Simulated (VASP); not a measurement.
Write the native input for VASP 6.6.1 that does the following.

```yaml
Task: relaxation of cell and atoms
Functional: r2SCAN
Potentials_or_basis: VASP PAW PBE potentials, release 64 (Mo_sv, S)
Cutoff: 600 eV
k_mesh: 6 × 6 × 6
Occupations: gaussian, width 0.1 eV
Spin: no spin polarisation
Dipole_correction: no
Further_INCAR_settings: ALGO = Normal; EDIFF = 1e-06; IBRION = 2; EDIFFG = -0.05; NSW = 100; ISIF = 3
```

MoS2:

```
CELL_PARAMETERS angstrom
1.58550 0.91539 6.11500
-1.58550 0.91539 6.11500
0.00000 -1.83078 6.11500
ATOMIC_POSITIONS crystal
Mo 0.00000 0.00000 0.00000
S 0.75000 0.75000 0.75000
S 0.25000 0.25000 0.25000
```

One way to write it, as run:

POSCAR

```
MoS2
1.0
    1.5855007458      0.9153892824      6.1150000000
   -1.5855007458      0.9153892824      6.1150000000
    0.0000000000     -1.8307785648      6.1150000000
Mo S
1 2
Direct
    0.0000000000      0.0000000000      0.0000000000
    0.7500000000      0.7500000000      0.7500000000
    0.2500000000      0.2500000000      0.2500000000
```

INCAR.step1

```
  ALGO = Normal
  EDIFF = 1E-4
  ENCUT = 600
  GGA = PE
  ISMEAR = 0
  LASPH = T
  LCHARG = F
  LREAL = F
  LWAVE = T
  NELM = 100
  PREC = Accurate
  SIGMA = 0.1
```

INCAR.step2

```
  ALGO = Normal
  EDIFF = 1E-6
  EDIFFG = -0.05
  ENCUT = 600
  IBRION = 2
  ISIF = 3
  ISMEAR = 0
  ISTART = 1
  LASPH = T
  LCHARG = F
  LMIXTAU = T
  LREAL = F
  LWAVE = F
  METAGGA = R2SCAN
  NELM = 100
  NSW = 100
  PREC = Accurate
  SIGMA = 0.1
```

KPOINTS

```
k-points
0
Gamma
  6 6 6
```

Potentials or basis: VASP PAW PBE potentials, release 64 (Mo_sv, S).

Command:

```console
$ cat potpaw_PBE.64/Mo_sv/POTCAR potpaw_PBE.64/S/POTCAR > POTCAR
$ cp INCAR.step1 INCAR
$ mpirun -np 1 vasp_std > vasp.out
$ cp INCAR.step2 INCAR
$ mpirun -np 1 vasp_std > vasp.out
```

Results of the run:

```
Relaxed volume                        : 18.67 Å³/atom
Relaxed cell                          : a = 6.515 Å, b = 6.515 Å, c = 6.515 Å, α = 28.61°, β = 28.61°, γ = 28.61°
Space group after relaxing (to 0.1 Å) : R-3m (No. 166)
Energy gained by relaxing             : 17.6 meV/atom
Ionic steps                           : 12
Pressure after relaxing               : -0.1 GPa
Largest force after relaxing          : 0.041 eV/Å
Band gap on the k mesh                : zero (bands 13 and 14 overlap by 0.93 eV)
```

Caveat: the k points lie up to 0.38 Å⁻¹ apart in the final cell, too coarse for converged energies and pressures of a metal; the PAW data sets were made with another functional, which shifts forces and pressure a little; the relaxation stopped at a loose force limit of 0.05 eV/Å, so its end isn't a converged minimum.

It took 54 min on 1 thread of Intel(R) Xeon(R) 6975P-C (Granite Rapids), with other jobs on the host, peak memory 0.44 GiB.
